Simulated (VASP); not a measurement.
Ni: single point with PBE

The system is Ni.

```
Ni
1.0
     0.00000    1.72500    1.72500
     1.72500    0.00000    1.72500
     1.72500    1.72500    0.00000
Ni
1
Cartesian
  0.0000 0.0000 0.0000
```

```yaml
Program: VASP 6.6.1
Task: single point
Functional: PBE
Potentials_or_basis: VASP PAW PBE potentials, release 64 (Ni)
Cutoff: 520 eV
k_mesh: 15 × 15 × 15
Occupations: fermi-dirac, width 0.001 eV
Spin: collinear spin, ferromagnetic start
Starting_moments: "[2.0] μB"
```

The pressure is 13.4 GPa, the net moment is 0.63 μB per cell and the site moments are Ni +0.63 μB. The valence electrons inside the program's atomic spheres are Ni 9.42.

Levels at points of the mesh, in eV from the Fermi level:
Spin up:
| k point | band 3 | band 4 | band 5 | band 6 | band 7 | band 8 |
| --- | --- | --- | --- | --- | --- | --- |
| (0.00, 0.00, 0.00) | -2.59 | -2.59 | -1.30 | -1.30 | 24.22 | 28.54 |
Spin down:
```tsv
k point	band 3	band 4	band 5	band 6	band 7	band 8
(0.00, 0.00, 0.00)	-1.83	-1.83	-0.72	-0.72	24.07	28.52
```

Wall time 37 s on 1 thread of AMD EPYC 9R45 (Zen 5), on a shared host, peak memory 0.11 GiB.
